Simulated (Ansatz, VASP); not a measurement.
**One calculation of Rh3I, two programs**

```
CELL_PARAMETERS angstrom
4.02316 0.00000 0.00000
0.00000 4.02316 0.00000
0.00000 0.00000 4.02316
ATOMIC_POSITIONS crystal
Rh 0.00000 0.50000 0.50000
Rh 0.50000 0.00000 0.50000
Rh 0.50000 0.50000 0.00000
I 0.00000 0.00000 0.00000
```

Alike in both runs: functional PBE; k mesh 4 × 4 × 4; occupations gaussian, width 0.1 eV; collinear spin.

Ansatz relaxed the structure, and its values are those at the end. VASP's run is a single point on that final structure, the one shown.

|  | VASP | Ansatz |
| --- | --- | --- |
| version | VASP 6.6.1 | Ansatz 0.2.0 |
| potentials or method | VASP PAW PBE potentials, release 64 (Rh_pv, I), cutoff 520 eV | scalar-relativistic, plane waves, PAW |
| valence electrons in the cell | 52 | 68 |

|  | VASP | Ansatz | Ansatz less VASP |
| --- | --- | --- | --- |
| gap on the k mesh at the Fermi level (eV) | none | none | - |
| pressure (GPa) | -0.2 | 0.0 | +0.17 |
| net moment per atom (μB) | 0.18 | 0.17 | -0.003 |
| size of the moment on the site where the two differ most (μB) | 0.22 | 0.21 | -0.003 |

Site moments also hang on the region over which each program counts them. A gap of «none» marks a metal or a gap that the smearing closes. VASP's potentials hold 52 valence electrons a cell and Ansatz's 68, so a difference there can come from the potentials and not from the codes.

The k mesh is coarse, so the values compare programs but aren't converged. Spin-orbit coupling is off throughout.
